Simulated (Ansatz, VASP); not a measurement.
# One calculation of Ba, two programs

INCAR

```
ALGO = Normal
EDIFF = 1E-7
ENCUT = 520
GGA = RP
ISIF = 2
ISMEAR = -1
LASPH = T
LCHARG = F
LREAL = F
LWAVE = F
NBANDS = 17
NELM = 100
PREC = Accurate
SIGMA = 0.1
```

The input KPOINTS:

```
k-points
0
Gamma
  9 9 5
```

Contents of POSCAR:

```
Ba
1.0
    4.7160380207      0.0000000000      0.0000000000
   -2.3580190103      4.0842087311      0.0000000000
    0.0000000000      0.0000000000      7.7389629513
Ba
2
Direct
    0.3333333333      0.6666666667      0.2500000000
    0.6666666667      0.3333333333      0.7500000000
```

Input for Ansatz:

```yaml
crystal:
  lattice:
    - [4.7160380207, 0.0, 0.0]
    - [-2.3580190103, 4.0842087311, 0.0]
    - [0.0, 0.0, 7.7389629513]
  atoms:
    - { symbol: Ba, position: [0.3333333333, 0.6666666667, 0.25] }
    - { symbol: Ba, position: [0.6666666667, 0.3333333333, 0.75] }
hamiltonian:
  xc: rpbe
  pseudopotentials:
    kind: paw
    azcp:
      Ba: "pseudopotentials/Ba.paw.azcp"
basis:
  ecutwfc: 420
  fft_grid_basis: typed
kpoints:
  mp_grid: { grid: [9, 9, 5], shift: [0, 0, 0] }
magnetization:
  spin_polarized: false
scf:
  occupations: { method: fermi_dirac, width: 0.1 }
  lower_state_search: "off"
output:
  stress: true
  write_density: true
  write_potential: true
  elf: true
  volumetric_format: npy
```

Alike in both runs: task single point; functional RPBE; k mesh 9 × 9 × 5; occupations fermi-dirac, width 0.1 eV; no spin polarisation.

|  | VASP | Ansatz |
| --- | --- | --- |
| version | VASP 6.6.1 | Ansatz 0.2.0 |
| potentials or method | VASP PAW PBE potentials, release 64 (Ba_sv), cutoff 520 eV | plane waves (420 eV) with PAW, scalar-relativistic |
| valence electrons in the cell | 20 | 20 |

VASP gave:

- pressure (GPa): -0.4

Task: Which values does Ansatz return?

Result: Pressure (GPa): -0.5.

VASP's potentials were made for PBE, not for RPBE.

Spin-orbit coupling is off throughout.
